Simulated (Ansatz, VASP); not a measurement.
## NaF: VASP beside Ansatz

The input INCAR:

```
SYSTEM = NaF
ALGO = Normal ; EDIFF = 1E-6
ENCUT = 520 ; GGA = PE
ISIF = 2 ; ISMEAR = 0
LASPH = .TRUE. ; LCHARG = .FALSE.
LREAL = .FALSE. ; LWAVE = .FALSE.
NBANDS = 14 ; NELM = 80
PREC = Accurate ; SIGMA = 0.05
```

KPOINTS

```
k-points
0
G
  10 10 10
  0 0 0
```

Contents of POSCAR:

```
NaF
1.0
    0.0000000000      2.3551299827      2.2609247834
    2.3551299827      0.0000000000      2.2609247834
    2.3551299827      2.3551299827      0.0000000000
Na F
1 1
Direct
    0.0000000000      0.0000000000      0.0000000000
    0.5000000000      0.5000000000      0.5000000000
```

Input for Ansatz:

```yaml
crystal:
  lattice:
    - [0.0, 2.3551299827, 2.2609247834]
    - [2.3551299827, 0.0, 2.2609247834]
    - [2.3551299827, 2.3551299827, 0.0]
  atoms:
    - { symbol: Na, position: [0.0, 0.0, 0.0] }
    - { symbol: F, position: [0.5, 0.5, 0.5] }
basis:
  ecutwfc: 420
kpoints:
  mp_grid: { grid: [10, 10, 10] }
hamiltonian:
  xc: pbe
scf:
  occupations: { method: gaussian, width: 0.05 }
output:
  forces: true
  stress: true
  eigenvalues: true
  write_density: true
  write_potential: true
  elf: true
  volumetric_format: npy
```

Alike in both runs: task single point; functional PBE; k mesh 10 × 10 × 10; occupations gaussian, width 0.05 eV; no spin polarisation.

|  | VASP | Ansatz |
| --- | --- | --- |
| version | VASP 6.6.1 | Ansatz 0.2.0 |
| potentials or method | VASP PAW PBE potentials, release 64 (Na_pv, F), cutoff 520 eV | scalar-relativistic, plane waves, PAW |
| valence electrons in the cell | 14 | 16 |

VASP gave:

| Item | Value |
| --- | --- |
| gap on the k mesh at the Fermi level (eV) | 6.25 |
| least direct gap on the mesh (eV) | 6.25 |
| pressure (GPa) | 1.8 |
| traceless stress, the component that is largest in VASP (GPa) | 2.52 |

Estimate Ansatz's values.

gap on the k mesh at the Fermi level (eV): 6.27; least direct gap on the mesh (eV): 6.27; pressure (GPa): 1.9; traceless stress, the component that is largest in VASP (GPa): 2.44.

VASP's potentials hold 14 valence electrons a cell and Ansatz's 16, so a difference there can come from the potentials and not from the codes.
